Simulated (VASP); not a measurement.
# SnO2 (P4_2/mnm) in VASP: single point with PBE

Aim: the single point of SnO2 with PBE.

Program: VASP 6.6.1. These are calculated values, not measurements. Logs are shortened: lines on timing, memory, paths and dates and some standing lists are left out, and cuts for length are marked.

## Step 1: The cell of the first run

It takes space group P4_2/mnm (No. 136, tetragonal). The conventional cell has a = 4.827 Å, b = 4.827 Å, c = 3.238 Å, α = 90.00°, β = 90.00°, γ = 90.00°. Within 2.8 Å of Sn (site symmetry mmm) lie 6 O at 2.09 Å. Within 2.8 Å of O (site symmetry m2m) lie 3 Sn at 2.09 Å and 1 O at 2.64 Å.

## Step 2: Single point, PBE

INCAR

```
SYSTEM = SnO2
PREC     = Accurate       ! precision mode
ENCUT    = 520            ! plane-wave cutoff, eV
EDIFF    = 1E-6           ! SCF threshold, eV
ISMEAR   = 0              ! smearing method
SIGMA    = 0.02           ! smearing width, eV
LREAL    = Auto         
LASPH    = .True.         ! aspherical terms in the spheres
NELM     = 80             ! most SCF steps
ALGO     = Normal         ! electronic algorithm
ISIF     = 2              ! what is computed and relaxed
LWAVE    = .False.        ! write WAVECAR
LCHARG   = .True.         ! write CHGCAR
GGA      = PE             ! functional
LELF     = .True.         ! ELF
LVHAR    = .True.       
NBANDS   = 122            ! bands
```

KPOINTS

```
regular mesh
0
Gamma
  3 3 3
  0 0 0
```

POSCAR

```
SnO2
1.0
   -4.8271899931      4.8271899931      0.0000000000
   -4.8271899931     -4.8271899931      0.0000000000
    4.8271899931      0.0000000000      6.4763047095
Sn O
8 16
Direct
    0.6250000000      0.1250000000      0.2500000000
    0.8750000000      0.3750000000      0.7500000000
    0.1250000000      0.6250000000      0.2500000000
    0.3750000000      0.8750000000      0.7500000000
    0.5000000000      0.5000000000      0.0000000000
    0.7500000000      0.7500000000      0.5000000000
    0.0000000000      1.0000000000      0.0000000000
    0.2500000000      0.2500000000      0.5000000000
    0.9315765205      0.1250000000      0.2500000000
    0.1815765205      0.3750000000      0.7500000000
    0.4315765205      0.6250000000      0.2500000000
    0.6815765205      0.8750000000      0.7500000000
    0.3184234795      0.1250000000      0.2500000000
    0.5684234795      0.3750000000      0.7500000000
    0.8184234795      0.6250000000      0.2500000000
    0.0684234795      0.8750000000      0.7500000000
    0.5000000000      0.1934234795      0.0000000000
    0.7500000000      0.4434234795      0.5000000000
    0.0000000000      0.6934234795      0.0000000000
    0.2500000000      0.9434234795      0.5000000000
    0.5000000000      0.8065765205      0.0000000000
    0.7500000000      0.0565765205      0.5000000000
    0.0000000000      0.3065765205      0.0000000000
    0.2500000000      0.5565765205      0.5000000000
```

Potentials or basis: VASP PAW PBE potentials, release 64 (Sn_d, O).

Run with:

```bash
> cat potpaw_PBE.64/Sn_d/POTCAR potpaw_PBE.64/O/POTCAR > POTCAR
> mpirun -np 1 vasp_std > vasp.out
```

OUTCAR:

```text
SYSTEM = SnO2
   PREC = Accurate
   ENCUT = 520
   EDIFF = 1E-6
   ISMEAR = 0
   LREAL = Auto
   LASPH = .True.
   NELM = 80
   ISIF = 2
   GGA = PE

 ion  position               nearest neighbor table
   1  0.625  0.125  0.250-  17 2.09  18 2.09  21 2.09  22 2.09   9 2.09  13 2.09   2 3.24   4 3.24

   2  0.875  0.375  0.750-  18 2.09  19 2.09  22 2.09  23 2.09  10 2.09  14 2.09   3 3.24   1 3.24

   3  0.125  0.625  0.250-  19 2.09  20 2.09  23 2.09  24 2.09  11 2.09  15 2.09   4 3.24   2 3.24

   4  0.375  0.875  0.750-  17 2.09  20 2.09  21 2.09  24 2.09  12 2.09  16 2.09   1 3.24   3 3.24

   5  0.500  0.500  0.000-  10 2.09  11 2.09  14 2.09  15 2.09  17 2.09  21 2.09   6 3.24   8 3.24

   6  0.750  0.750  0.500-  11 2.09  12 2.09  15 2.09  16 2.09  18 2.09  22 2.09   7 3.24   5 3.24

   7  0.000  0.000  0.000-   9 2.09  12 2.09  13 2.09  16 2.09  19 2.09  23 2.09   8 3.24   6 3.24

   8  0.250  0.250  0.500-   9 2.09  10 2.09  13 2.09  14 2.09  20 2.09  24 2.09   5 3.24   7 3.24

   9  0.932  0.125  0.250-   7 2.09   8 2.09   1 2.09
  10  0.182  0.375  0.750-   5 2.09   8 2.09   2 2.09
  11  0.432  0.625  0.250-   5 2.09   6 2.09   3 2.09
  12  0.682  0.875  0.750-   6 2.09   7 2.09   4 2.09
  13  0.318  0.125  0.250-   7 2.09   8 2.09   1 2.09
  14  0.568  0.375  0.750-   5 2.09   8 2.09   2 2.09
[... 8 lines left out ...]
  23  0.000  0.307  0.000-   2 2.09   3 2.09   7 2.09
  24  0.250  0.557  0.500-   3 2.09   4 2.09   8 2.09

  LATTYP: Found a body centered tetragonal cell.
 ALAT       =     6.8266775564
 C/A-ratio  =     1.8973518688

  Lattice vectors:

 A1 = (   0.0000000000,   4.8271899931,  -6.4763047095)
 A2 = (   0.0000000000,  -4.8271899931,  -6.4763047095)
 A3 = (  -4.8271899931,   0.0000000000,   6.4763047095)

Analysis of symmetry for initial positions (statically):
=====================================================================
 Subroutine PRICEL returns following result:

  LATTYP: Found a simple tetragonal cell.
 ALAT       =     4.8271899931
 C/A-ratio  =     0.6708151863

  Lattice vectors:

 A1 = (  -4.8271899931,   0.0000000000,   0.0000000000)
 A2 = (   0.0000000000,  -4.8271899931,   0.0000000000)
 A3 = (   0.0000000000,   0.0000000000,   3.2381523547)

   4 primitive cells build up your supercell.

 Routine SETGRP: Setting up the symmetry group for a
 body centered tetragonal supercell.

 Subroutine GETGRP returns: Found 16 space group operations
 (whereof  8 operations were pure point group operations)
 out of a pool of 16 trial point group operations.

The static configuration has the point symmetry D_2h.
 The point group associated with its full space group is D_4h.

Analysis of symmetry for dynamics (positions and initial velocities):
=====================================================================
 Subroutine PRICEL returns following result:

  LATTYP: Found a simple tetragonal cell.
 ALAT       =     4.8271899931
 C/A-ratio  =     0.6708151863

  Lattice vectors:

 A1 = (  -4.8271899931,   0.0000000000,   0.0000000000)
 A2 = (   0.0000000000,  -4.8271899931,   0.0000000000)
 A3 = (   0.0000000000,   0.0000000000,   3.2381523547)

   4 primitive cells build up your supercell.

 Routine SETGRP: Setting up the symmetry group for a
 body centered tetragonal supercell.

 Subroutine GETGRP returns: Found 16 space group operations
 (whereof  8 operations were pure point group operations)
 out of a pool of 16 trial point group operations.

The dynamic configuration has the point symmetry D_2h.
 The point group associated with its full space group is D_4h.

 Subroutine INISYM returns: Found 16 space group operations
 (whereof  8 operations are pure point group operations),
 and found     4 'primitive' translations

----------------------------------------------------------------------------------------

                                     Primitive cell

  volume of cell :      75.4547

  direct lattice vectors                    reciprocal lattice vectors
    -4.827189993  0.000000000  0.000000000    -0.207159859  0.000000000  0.000000000
     0.000000000 -4.827189993  0.000000000     0.000000000 -0.207159859  0.000000000
     0.000000000  0.000000000  3.238152355     0.000000000  0.000000000  0.308818082

  length of vectors
     4.827189993  4.827189993  3.238152355     0.207159859  0.207159859  0.308818082

  position of ions in fractional coordinates (direct lattice)
     0.500000000  0.500000000  0.500000000
     1.000000000  0.000000000  0.000000000
     0.806576521  0.193423479  0.500000000
     0.193423479  0.806576521  0.500000000
     0.693423479  0.693423479  0.000000000
     0.306576521  0.306576521  1.000000000

  ion indices of the primitive-cell ions
   primitive index   ion index
                 1           1
                 2           5
                 3           9
                 4          13
                 5          17
                 6          22

----------------------------------------------------------------------------------------

 KPOINTS: regular mesh

Automatic generation of k-mesh.
 Grid dimensions read from file:
 generate k-points for:    3    3    3

 Generating k-lattice:

  Cartesian coordinates                     Fractional coordinates (reciprocal lattice)
    -0.034526643  0.034526643  0.025734840     0.333333333  0.000000000  0.000000000
    -0.034526643 -0.034526643  0.025734840     0.000000000  0.333333333  0.000000000
     0.000000000  0.000000000  0.051469680     0.000000000  0.000000000  0.333333333

  Length of vectors
     0.055194748  0.055194748  0.051469680

  Shift w.r.t. Gamma in fractional coordinates (k-lattice)
     0.000000000  0.000000000  0.000000000

 Subroutine IBZKPT returns following result:
 ===========================================

 Found      6 irreducible k-points:

 Following reciprocal coordinates:
            Coordinates               Weight
  0.000000  0.000000  0.000000      1.000000
  0.333333  0.000000  0.000000      8.000000
  0.333333  0.333333  0.000000      8.000000
 -0.333333  0.333333  0.000000      4.000000
  0.000000  0.000000  0.333333      2.000000
  0.333333  0.000000  0.333333      4.000000
   k-points           NKPTS =      6   k-points in BZ     NKDIM =      6   number of bands    NBANDS=    122
   number of dos      NEDOS =    301   number of ions     NIONS =     24
   total plane-waves  NPLWV = 174960
   dimension x,y,z NGX =    54 NGY =   54 NGZ =   60
   dimension x,y,z NGXF=   108 NGYF=  108 NGZF=  120
   ions per type =               8  16
   NGX,Y,Z   is equivalent  to a cutoff of  13.15, 13.15, 12.35 a.u.
   NGXF,Y,Z  is equivalent  to a cutoff of  26.30, 26.30, 24.70 a.u.
 SYSTEM =  SnO2
   PREC   = accura    normal or accurate (medium, high low for compatibility)
   ISTART =      0    job   : 0-new  1-cont  2-samecut
   ICHARG =      2    charge: 1-file 2-atom 10-const
   ISPIN  =      1    spin polarized calculation?
   LNONCOLLINEAR =      F non collinear calculations
   LSORBIT =      F    spin-orbit coupling
   LASPH  =      T    aspherical Exc in radial PAW
   ENCUT  =  520.0 eV  38.22 Ry    6.18 a.u.  12.69 12.69 15.02*2*pi/ulx,y,z
   NELM   =     80;   NELMIN=  2; NELMDL= -5     # of ELM steps
   EDIFF  = 0.1E-05   stopping-criterion for ELM
   LREAL  =      T    real-space projection
   EDIFFG = 0.1E-04   stopping-criterion for IOM
   NSW    =      0    number of steps for IOM
   IBRION =     -1    ionic relax: 0-MD 1-quasi-New 2-CG
   NFREE  =      0    steps in history (QN), initial steepest desc. (CG)
   ISIF   =      2    stress and relaxation
   ISYM   =      2    0-nonsym 1-usesym 2-fastsym
   POTIM  = 0.5000    time-step for ionic-motion
   TEBEG  =    0.0;   TEEND  =   0.0 temperature during run
   PSTRESS=    0.0 pullay stress
   NELECT =     208.0000    total number of electrons
   NUPDOWN=      -1.0000    fix difference up-down
   EMIN   =  10.00;   EMAX   =-10.00  energy-range for DOS
   EFERMI =   0.00;   METHOD = LEGACY
   ISMEAR =     0;   SIGMA  =   0.02  broadening in eV -4-tet -1-fermi 0-gaus
   EFERMI_NEDOS =   21; number of points for ismear=-14 and -15
   IALGO  =     38    algorithm
   IMIX   =      4    mixing-type and parameters
     AMIX     =   0.40;   BMIX     =  1.00
     AMIX_MAG =   1.60;   BMIX_MAG =  1.00
  volume/ion in A,a.u.               =      12.58        84.87
  Fermi-wavevector in a.u.,A,eV,Ry     =   1.446041  2.732621 28.450250  2.091034
  Thomas-Fermi vector in A             =   2.564155
   LORBIT       =      0    0 simple, 1 ext, 2 COOP (PROOUT), +10 PAW based schemes
   GGA     = PE    functional components
   LHFCALC =     F    Hartree Fock is set to
   AEXX    =    0.0000 exact exchange contribution
   IVDW    =     0    specifies the selected vdW correction
   LEPSILON=     F    determine dielectric tensor
   LRPA    =     F    only Hartree local field effects (RPA)
 non-spin polarized calculation
 Gauss-broadening in eV      SIGMA  =   0.02
  energy-cutoff  :      520.00
  volume of cell :      301.82
 maximum number of plane-waves:      8153
 NGX is ok and might be reduce to    54
   NGX = 25   NGY = 25   NGZ = 31

 number of electron     208.0000041 magnetization

 Free energy of the ion-electron system (eV)
  ---------------------------------------------------
  ext. energy  EPLUGINS =         0.00000000
  ---------------------------------------------------
  free energy    TOTEN  =      -149.26233785 eV

  energy without entropy =     -149.26233785  energy(sigma->0) =     -149.26233785

 E-fermi :   5.6215     XC(G=0): -10.9764

 val. band max:        5.5329222371   @ k =   0.0000   0.0000   0.0000
 cond. band min:       6.2018009236   @ k =   0.0000   0.0000   0.0000
 fundamental gap:      0.6688786866
 Fermi energy:         5.6214714080

 k-point     1 :       0.0000    0.0000    0.0000
  band No.  band energies     occupation
      1     -15.5035      2.00000
      2     -15.2875      2.00000
      3     -15.2875      2.00000
      4     -15.0554      2.00000
      5     -15.0554      2.00000
      6     -15.0553      2.00000
[... 108 lines left out ...]
    115      13.9456      0.00000
    116      13.9456      0.00000
[... 593 lines left out ...]
    115      13.4862      0.00000
    116      13.6557      0.00000
 [bands above 116 left out]

------------------------ aborting loop because EDIFF is reached ----------------------------------------

  FORCE on cell =-STRESS in cart. coord.  units (eV):
  Direction    XX          YY          ZZ          XY          YZ          ZX
  --------------------------------------------------------------------------------------
  -------------------------------------------------------------------------------------
  Total        0.9532036      0.9532036      1.3856901      0.0000000      0.0000000      0.0000000
  in kB        5.0599961      5.0599961      7.3558124      0.0000000      0.0000000      0.0000000
  external PRESSURE =       5.8252682 kB  Pullay stress =       0.0000000 kB

 VOLUME and BASIS-vectors are now :
 -----------------------------------------------------------------------------
  energy-cutoff  :      520.00
  volume of cell :      301.82
      direct lattice vectors                 reciprocal lattice vectors
    -4.827189993  4.827189993  0.000000000    -0.103579930  0.103579930  0.077204521
    -4.827189993 -4.827189993  0.000000000    -0.103579930 -0.103579930  0.077204521
     4.827189993  0.000000000  6.476304709     0.000000000  0.000000000  0.154409041

 POSITION                                       TOTAL-FORCE (eV/Angst)
 -----------------------------------------------------------------------------------
     -2.41359      2.41359      1.61908         0.000000     -0.000000     -0.000000
     -2.41359      2.41359      4.85723         0.000000     -0.000000     -0.000000
     -2.41359     -2.41359      1.61908         0.000000     -0.000000     -0.000000
     -2.41359     -2.41359      4.85723         0.000000     -0.000000     -0.000000
     -4.82719      0.00000      0.00000         0.000000     -0.000000     -0.000000
     -4.82719      0.00000      3.23815         0.000000     -0.000000     -0.000000
[... 16 lines left out ...]
     -1.47990     -1.47990      0.00000         0.012128      0.012128      0.000000
     -1.47990     -1.47990      3.23815         0.012128      0.012128     -0.000000
 -----------------------------------------------------------------------------------
    total drift:                               -0.000000     -0.000000     -0.000000

  FREE ENERGIE OF THE ION-ELECTRON SYSTEM (eV)
  ---------------------------------------------------
  free  energy   TOTEN  =      -149.2623378489 eV

  energy  without entropy=     -149.2623378489  energy(sigma->0) =     -149.26233785
```

Wall time 15 min (1 thread of AMD EPYC 7R13, shared host); peak memory 0.45 GiB.

What came out:

| Item | Value |
| --- | --- |
| Free energy | -149.2623 eV |
| Pressure | 0.6 GPa |
| Largest force | 0.017 eV/Å |
| Band gap on the k mesh | 0.67 eV |

Forces on the atoms (eV/Å):
```
Sn   0.000  0.000  0.000
Sn   0.000  0.000  0.000
Sn   0.000  0.000  0.000
Sn   0.000  0.000  0.000
Sn   0.000  0.000  0.000
Sn   0.000  0.000  0.000
Sn   0.000  0.000  0.000
Sn   0.000  0.000  0.000
O    0.012 -0.012  0.000
O    0.012 -0.012  0.000
O    0.012 -0.012  0.000
O    0.012 -0.012  0.000
O   -0.012  0.012  0.000
O   -0.012  0.012  0.000
O   -0.012  0.012  0.000
O   -0.012  0.012  0.000
O   -0.012 -0.012  0.000
O   -0.012 -0.012  0.000
O   -0.012 -0.012  0.000
O   -0.012 -0.012  0.000
O    0.012  0.012  0.000
O    0.012  0.012  0.000
O    0.012  0.012  0.000
O    0.012  0.012  0.000
```

Stress tensor (GPa, compression positive):
```
0.51 0.00 0.00
0.00 0.51 0.00
0.00 0.00 0.74
```

Caveat: semilocal functionals underestimate gaps, and a narrow one can read as zero; spin-orbit coupling is left out, which moves the levels of the heavy elements.
